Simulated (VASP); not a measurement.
Wanted: the native input for a VASP 6.6.1 run.

| Property | Result |
| --- | --- |
| Task | single point |
| Functional | PBE |
| Potentials or basis | VASP PAW PBE potentials, release 64 (Eu, O) |
| Cutoff | 600 eV |
| k mesh | 12 × 12 × 12 |
| Occupations | gaussian, width 0.05 eV |
| Spin | collinear spin, ferromagnetic start |
| Starting moments | [7.06, 0.0] μB |
| Dipole correction | no |
| Further INCAR settings | ALGO = Normal; EDIFF = 1e-06; NBANDS = 22 |

The structure of EuO lies in POSCAR:

```
EuO
1.0
    0.0000000000      2.3489185287      2.3489185287
    2.3489185287      0.0000000000      2.3489185287
    2.3489185287      2.3489185287      0.0000000000
Eu O
1 1
Direct
    0.0000000000      0.0000000000      0.0000000000
    0.5000000000      0.5000000000      0.5000000000
```

The input as run:

INCAR

```
SYSTEM = EuO
  PREC = Accurate
  ENCUT = 600
  EDIFF = 1E-6
  ISMEAR = 0
  SIGMA = 0.05
  LREAL = .False.
  LASPH = .True.
  NELM = 200
  ALGO = Normal
  ISIF = 2
  LWAVE = .False.
  LCHARG = .True.
  ISPIN = 2
  MAGMOM = 7.06 0
  LORBIT = 11
  LMAXMIX = 6
  GGA = PE
  LELF = .True.
  LVHAR = .True.
  NBANDS = 22
  GGA_COMPAT = .False.
```

KPOINTS

```
Automatic mesh
0
Gamma
  12 12 12
  0 0 0
```

Potentials or basis: VASP PAW PBE potentials, release 64 (Eu, O).

Run with:

```bash
$ cat potpaw_PBE.64/Eu/POTCAR potpaw_PBE.64/O/POTCAR > POTCAR
$ mpirun -np 1 vasp_std > vasp.out
```

It gave:

* Pressure: 36.2 GPa
* Net moment: 6.76 μB per cell
* Site moments: Eu +6.47; O -0.10 μB
* Valence electrons inside the program's atomic spheres: Eu 15.03; O 5.07

Caveat: the cell stands under pressure; a cell with one magnetic atom can't hold antiferromagnetic order, which such compounds often take.

It took 3 min on 1 thread of Intel(R) Xeon(R) Platinum 8375C CPU @ 2.90GHz (Ice Lake), on a shared host, peak memory 0.25 GiB.
